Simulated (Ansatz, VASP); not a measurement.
**Mn: VASP beside Ansatz**

Contents of POSCAR:

```
Mn
1.0
    0.0000000000      1.7561332140      1.7561332140
    1.7561332140      0.0000000000      1.7561332140
    1.7561332140      1.7561332140      0.0000000000
Mn
1
Direct
    0.0000000000      0.0000000000      0.0000000000
```

INCAR.step1

```
SYSTEM = Mn
ALGO = Normal
EDIFF = 1E-4
ENCUT = 520
GGA = PE
ISMEAR = 0
ISPIN = 2
LASPH = .True.
LCHARG = .False.
LMAXMIX = 4
LREAL = .False.
LWAVE = .True.
MAGMOM = 1.06
NBANDS = 16
NELM = 150
PREC = Accurate
SIGMA = 0.05
```

The input INCAR.step2:

```
SYSTEM = Mn
ALGO = Normal
EDIFF = 1E-6
ENCUT = 520
ISIF = 2
ISMEAR = 0
ISPIN = 2
ISTART = 1
LASPH = .True.
LCHARG = .False.
LMAXMIX = 4
LMIXTAU = .True.
LORBIT = 11
LREAL = .False.
LWAVE = .False.
MAGMOM = 1.06
METAGGA = R2SCAN
NBANDS = 16
NELM = 150
PREC = Accurate
SIGMA = 0.05
```

Contents of KPOINTS:

```
k-points
0
Gamma
  20 20 20
  0 0 0
```

Input for Ansatz:

```yaml
crystal:
  lattice:
    - [0.0, 1.756133214, 1.756133214]
    - [1.756133214, 0.0, 1.756133214]
    - [1.756133214, 1.756133214, 0.0]
  atoms:
    - { symbol: Mn, position: [0.0, 0.0, 0.0], spin: 1.06 }
basis:
  ecutwfc: 500
  ecutrho_ratio: 4
kpoints:
  mp_grid: { grid: [20, 20, 20] }
hamiltonian:
  xc: r2scan
scf:
  occupations: { method: gaussian, width: 0.05 }
output:
  forces: true
  stress: true
  eigenvalues: true
  populations: true
magnetization:
  spin_polarized: true
```

Alike in both runs: task single point; functional r2SCAN; k mesh 20 × 20 × 20; occupations gaussian, width 0.05 eV; collinear spin.

|  | VASP | Ansatz |
| --- | --- | --- |
| version | VASP 6.6.1 | Ansatz 0.2.0 |
| potentials or method | VASP PAW PBE potentials, release 64 (Mn_pv), cutoff 520 eV | scalar-relativistic, plane waves, PAW |
| valence electrons in the cell | 13 | 15 |

Ansatz gave:

* gap on the k mesh at the Fermi level (eV): none
* pressure (GPa): -0.1
* net moment per atom (μB): 1.02
* size of the moment on the site where the two differ most (μB): 1.02

Task: What did VASP give for the same quantities?

Result: gap on the k mesh at the Fermi level (eV): none; pressure (GPa): -10.0; net moment per atom (μB): 0.00; size of the moment on the site where the two differ most (μB): 0.00.

The net moments are unlike, so the other rows may belong to different states. VASP's potentials were made for PBE, not for r2SCAN. Site moments also hang on the region over which each program counts them. A gap of «none» marks a metal or a gap that the smearing closes. VASP's potentials hold 13 valence electrons a cell and Ansatz's 15, so a difference there can come from the potentials and not from the codes. Ansatz's warnings: stability check not made.
